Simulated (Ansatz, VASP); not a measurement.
**Two plane-wave programs on Cu**

```
Cu
1.0
     0.00000    1.75932    1.75932
     1.75932    0.00000    1.75932
     1.75932    1.75932    0.00000
Cu
1
Direct
  0.00000 0.00000 0.00000
```

Alike in both runs: functional LDA; k mesh 20 × 20 × 20; occupations gaussian, width 0.1 eV; no spin polarisation.

Ansatz relaxed the structure, and its values are those at the end. VASP's run is a single point on that final structure, the one shown.

```csv
,VASP,Ansatz
version,VASP 6.6.1,Ansatz 0.2.0
potentials or method,"VASP PAW LDA potentials, release 64 (Cu), cutoff 520 eV","scalar-relativistic, plane waves, PAW"
valence electrons in the cell,11,19
```

```tsv
	VASP	Ansatz	Ansatz less VASP
gap on the k mesh at the Fermi level (eV)	none	none	-
pressure (GPa)	0.8	0.0	-0.86
```

LDA's correlation is that of Perdew and Zunger in VASP and of Perdew and Wang (1992) in Ansatz. A gap of «none» marks a metal or a gap that the smearing closes. VASP's potentials hold 11 valence electrons a cell and Ansatz's 19, so a difference there can come from the potentials and not from the codes.
